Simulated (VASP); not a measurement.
Set up this calculation in VASP 6.6.1, as the native input.

```
Task                   : single point
Functional             : r2SCAN
Potentials or basis    : VASP PAW PBE potentials, release 64 (Sb, Ga_d)
Cutoff                 : 520 eV
k mesh                 : 8 × 8 × 8
Occupations            : fermi-dirac, width 0.05 eV
Spin                   : no spin polarisation
Dipole correction      : no
Further INCAR settings : ALGO = Normal; EDIFF = 1e-07; NBANDS = 16
```

The system is GaSb.

```xyz
2
Lattice="0.0000 3.0993 3.0993 3.0993 0.0000 3.0993 3.0993 3.0993 0.0000" Properties=species:S:1:pos:R:3 pbc="T T T"
Sb    4.6489    4.6489    4.6489
Ga    0.0000    0.0000    0.0000
```

One way to write it, as run:

POSCAR

```
GaSb
1.0
    0.0000000000      3.0992546163      3.0992546163
    3.0992546163      0.0000000000      3.0992546163
    3.0992546163      3.0992546163      0.0000000000
Sb Ga
1 1
Direct
    0.7500000000      0.7500000000      0.7500000000
    0.0000000000      0.0000000000      0.0000000000
```

INCAR.step1

```
PREC = Accurate ; ENCUT = 520
ISMEAR = -1 ; SIGMA = 0.05
LREAL = F ; LASPH = T
NELM = 80 ; NBANDS = 16
GGA = PE ; ALGO = Normal
EDIFF = 1E-4 ; LWAVE = T
LCHARG = F
```

INCAR.step2

```
PREC = Accurate ; ENCUT = 520
EDIFF = 1E-7 ; ISMEAR = -1
SIGMA = 0.05 ; LREAL = F
LASPH = T ; NELM = 80
ALGO = Normal ; ISIF = 2
LWAVE = F ; LCHARG = F
METAGGA = R2SCAN ; LMIXTAU = T
NBANDS = 16 ; ISTART = 1
```

KPOINTS

```
Automatic mesh
0
Gamma
  8 8 8
```

Potentials or basis: VASP PAW PBE potentials, release 64 (Sb, Ga_d).

Command:

```bash
$ cat potpaw_PBE.64/Sb/POTCAR potpaw_PBE.64/Ga_d/POTCAR > POTCAR
$ cp INCAR.step1 INCAR
$ mpirun -np 1 vasp_std > vasp.out
$ cp INCAR.step2 INCAR
$ mpirun -np 1 vasp_std > vasp.out
```

It gave:

- Pressure: -1.5 GPa
- Band gap on the k mesh: 0.16 eV, direct

Caveat: the PAW data sets were made with another functional, which shifts forces and pressure a little; spin-orbit coupling is left out, which moves the levels of the heavy elements.

Run time: 4.1 min on 1 thread of AMD EPYC 7R13, with other jobs on the host, peak memory 0.2 GiB.
